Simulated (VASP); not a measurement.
# Ni (Fm-3m) in VASP: further runs, part 2 of 2

VASP 6.6.1. The steps go on from the part before.

## Step 4: Single point, PBE, collinear spin, ferromagnetic start (volume scaled by 1.01)

File INCAR:

```
PREC = Accurate
ENCUT = 520
EDIFF = 1E-6
ISMEAR = -1
SIGMA = 0.05
LREAL = False
LASPH = True
NELM = 150
ALGO = Normal
ISIF = 2
LWAVE = False
LCHARG = False
ISPIN = 2
MAGMOM = 1.5
LORBIT = 11
LMAXMIX = 4
GGA = PE
NBANDS = 15
```

File KPOINTS:

```
regular mesh
0
Gamma
  20 20 20
```

File POSCAR:

```
Ni
1.0
    0.0000000000      1.7738236312      1.7738236312
    1.7738236312      0.0000000000      1.7738236312
    1.7738236312      1.7738236312      0.0000000000
Ni
1
Direct
    0.0000000000      0.0000000000      0.0000000000
```

Potentials or basis: VASP PAW PBE potentials, release 64 (Ni).

Launch:

```console
$ cat potpaw_PBE.64/Ni/POTCAR > POTCAR
$ mpirun -np 1 vasp_std > vasp.out
```

OUTCAR:

```text
PREC = Accurate
   ENCUT = 520
   EDIFF = 1E-6
   ISMEAR = -1
   LREAL = False
   LASPH = True
   NELM = 150
   ISIF = 2
   ISPIN = 2
   LORBIT = 11
   GGA = PE

 ion  position               nearest neighbor table
   1  0.000  0.000  0.000-

  LATTYP: Found a face centered cubic cell.
 ALAT       =     3.5476472624

  Lattice vectors:

 A1 = (   0.0000000000,   1.7738236312,   1.7738236312)
 A2 = (   1.7738236312,   0.0000000000,   1.7738236312)
 A3 = (   1.7738236312,   1.7738236312,   0.0000000000)

Analysis of symmetry for initial positions (statically):
=====================================================================
 Subroutine PRICEL returns:
 Original cell was already a primitive cell.

 Routine SETGRP: Setting up the symmetry group for a
 face centered cubic supercell.

 Subroutine GETGRP returns: Found 48 space group operations
 (whereof 48 operations were pure point group operations)
 out of a pool of 48 trial point group operations.

The static configuration has the point symmetry O_h .

Analysis of symmetry for dynamics (positions and initial velocities):
=====================================================================
 Subroutine PRICEL returns:
 Original cell was already a primitive cell.

 Routine SETGRP: Setting up the symmetry group for a
 face centered cubic supercell.

 Subroutine GETGRP returns: Found 48 space group operations
 (whereof 48 operations were pure point group operations)
 out of a pool of 48 trial point group operations.

The dynamic configuration has the point symmetry O_h .

Analysis of structural, dynamic, and magnetic symmetry:
=====================================================================
 Subroutine PRICEL returns:
 Original cell was already a primitive cell.

 Routine SETGRP: Setting up the symmetry group for a
 face centered cubic supercell.

 Subroutine GETGRP returns: Found 48 space group operations
 (whereof 48 operations were pure point group operations)
 out of a pool of 48 trial point group operations.

The overall configuration has the point symmetry O_h .

[... 159 lines left out ...]
      6       7.7802      1.00000
      7      32.5247      0.00000
      8      36.1846      0.00000
      9      36.1846      0.00000
     10      36.1846      0.00000
     11      39.0430      0.00000
     12      39.0430      0.00000
     13      39.0430      0.00000
     14      42.0670      0.00000
[... 403 lines left out ...]
      4       6.9070      1.00000
      5       8.0960      1.00000
      6       8.4347      0.99999
      7      17.9574      0.00000
      8      30.4156      0.00000
      9      32.7197      0.00000
     10      34.4580      0.00000
     11      36.4887      0.00000
     12      38.2946      0.00000
     13      42.4002      0.00000
     14      48.9838      0.00000
     15      50.6151      0.00000

 [... further k-points ...]

 spin component 2

 k-point     1 :       0.0000    0.0000    0.0000
  band No.  band energies     occupation
      1       0.1480      1.00000
      2       7.4041      1.00000
      3       7.4041      1.00000
      4       7.4041      1.00000
      5       8.3706      1.00000
      6       8.3706      1.00000
      7      32.3551      0.00000
      8      36.1670      0.00000
      9      36.1670      0.00000
     10      36.1670      0.00000
     11      39.1403      0.00000
     12      39.1403      0.00000
     13      39.1403      0.00000
     14      41.9392      0.00000
[... 403 lines left out ...]
      4       7.4213      1.00000
      5       8.8309      0.97697
      6       9.1327      0.09219
      7      18.1968      0.00000
      8      30.3867      0.00000
      9      32.7082      0.00000
     10      34.5610      0.00000
     11      36.5137      0.00000
     12      38.3112      0.00000
     13      42.4595      0.00000
     14      49.0525      0.00000
     15      50.7877      0.00000

 [... further k-points ...]

------------------------ aborting loop because EDIFF is reached ----------------------------------------

  FORCE on cell =-STRESS in cart. coord.  units (eV):
  Direction    XX          YY          ZZ          XY          YZ          ZX
  --------------------------------------------------------------------------------------
  -------------------------------------------------------------------------------------
  Total       -0.3170158     -0.3170158     -0.3170158      0.0000000      0.0000000      0.0000000
  in kB      -45.5019701    -45.5019701    -45.5019701      0.0000000      0.0000000      0.0000000
  external PRESSURE =     -45.5019701 kB  Pullay stress =       0.0000000 kB

 VOLUME and BASIS-vectors are now :
 -----------------------------------------------------------------------------
  energy-cutoff  :      520.00
  volume of cell :       11.16
      direct lattice vectors                 reciprocal lattice vectors
     0.000000000  1.773823631  1.773823631    -0.281876953  0.281876953  0.281876953
     1.773823631  0.000000000  1.773823631     0.281876953 -0.281876953  0.281876953
     1.773823631  1.773823631  0.000000000     0.281876953  0.281876953 -0.281876953

 POSITION                                       TOTAL-FORCE (eV/Angst)
 -----------------------------------------------------------------------------------
      0.00000      0.00000      0.00000        -0.000000      0.000000      0.000000
 -----------------------------------------------------------------------------------
    total drift:                                0.000000      0.000000      0.000000

  FREE ENERGIE OF THE ION-ELECTRON SYSTEM (eV)
  ---------------------------------------------------
  free  energy   TOTEN  =        -5.4739203081 eV

  energy  without entropy=       -5.4593788956  energy(sigma->0) =       -5.46664960

 total charge

# of ion       s       p       d       tot
------------------------------------------
    1        0.487   0.476   8.303   9.265

 magnetization (x)

# of ion       s       p       d       tot
------------------------------------------
    1       -0.007  -0.025   0.677   0.646
```

OSZICAR:

```text
N       E                     dE             d eps       ncg     rms          rms(c)
DAV:   1     0.336067882519E+02    0.33607E+02   -0.42118E+03 16195   0.855E+02
DAV:   2    -0.496116180798E+01   -0.38568E+02   -0.35631E+02 17551   0.162E+02
DAV:   3    -0.643806101576E+01   -0.14769E+01   -0.14667E+01 18643   0.312E+01
DAV:   4    -0.644744629059E+01   -0.93853E-02   -0.93840E-02 18948   0.237E+00
DAV:   5    -0.644757160310E+01   -0.12531E-03   -0.12531E-03 19062   0.245E-01    0.101E+01
DAV:   6    -0.585951513014E+01    0.58806E+00   -0.13737E+01 22227   0.414E+01    0.635E+00
DAV:   7    -0.548937570084E+01    0.37014E+00   -0.26549E+00 20739   0.160E+01    0.178E+00
DAV:   8    -0.547759058204E+01    0.11785E-01   -0.20642E-02 18393   0.906E-01    0.944E-01
DAV:   9    -0.547460964305E+01    0.29809E-02   -0.21493E-03 24618   0.287E-01    0.292E-01
DAV:  10    -0.547392003235E+01    0.68961E-03   -0.97536E-04 24384   0.181E-01    0.364E-02
DAV:  11    -0.547391944348E+01    0.58887E-06   -0.17405E-05 21714   0.279E-02    0.268E-02
DAV:  12    -0.547392067035E+01   -0.12269E-05   -0.21371E-06 17203   0.822E-03    0.715E-03
DAV:  13    -0.547392030808E+01    0.36226E-06   -0.17086E-07 12167   0.474E-03
   1 F= -.54739203E+01 E0= -.54666496E+01  d E =-.145414E-01  mag=     0.6316
```

stdout:

```text
POSCAR found type information on POSCAR Ni
 POSCAR found :  1 types and       1 ions
 scaLAPACK will be used
 LDA part: xc-table for (Slater+PW92), standard interpolation
 POSCAR, INCAR and KPOINTS ok, starting setup
 FFT: planning ... GRIDC
 FFT: planning ... GRID_SOFT
 FFT: planning ... GRID
 WAVECAR not read
 entering main loop
```

Wall time 59 s (1 thread of Intel Xeon Platinum 8488C (Sapphire Rapids), shared host); peak memory 0.18 GiB.

What came out:

```
Free energy                                           : -5.4739 eV
Pressure                                              : -4.6 GPa
Net moment                                            : 0.63 μB per cell
Site moments                                          : Ni +0.65 μB
Valence electrons inside the program's atomic spheres : Ni 9.27
```

Levels at points of the mesh, in eV from the Fermi level:
Spin up:
```
           k point  band 2  band 3  band 4  band 5  band 6  band 7  band 8  band 9
(0.00, 0.00, 0.00)   -2.37   -2.37   -2.37   -1.24   -1.24   23.51   27.17   27.17
(0.50, 0.00, 0.00)   -2.35   -2.35   -0.61   -0.61   -0.24    5.48   22.01   24.23
(0.50, 0.50, 0.00)   -4.07   -0.56   -0.49   -0.49    2.43    8.99   14.59   14.59
```
Spin down:
| k point | band 3 | band 4 | band 5 | band 6 | band 7 | band 8 |
| --- | --- | --- | --- | --- | --- | --- |
| (0.00, 0.00, 0.00) | -1.61 | -1.61 | -0.65 | -0.65 | 23.34 | 27.15 |
| (0.50, 0.00, 0.00) | -1.73 | -0.31 | 0.15 | 0.15 | 5.90 | 21.86 |
| (0.50, 0.50, 0.00) | 0.06 | 0.38 | 0.38 | 2.39 | 9.23 | 14.59 |

## Step 5: Overview

```tsv
cell	gap on the mesh (eV)	pressure (GPa)	moment (μB)
a = 2.449 Å, angles 60.0°, 1 atom	none	10.4	0.62
a = 2.483 Å, angles 60.0°, 1 atom	none	1.1	0.63
a = 2.509 Å, angles 60.0°, 1 atom	none	-4.6	0.63
```

Alike in all rows: task single point; level PBE; potentials or basis VASP PAW PBE potentials, release 64 (Ni); spin collinear, ferromagnetic start; k mesh 20 × 20 × 20; cutoff (eV) 520; smearing fermi-dirac 0.05 eV.

Absolute energies hang on the potentials; compare differences alone.
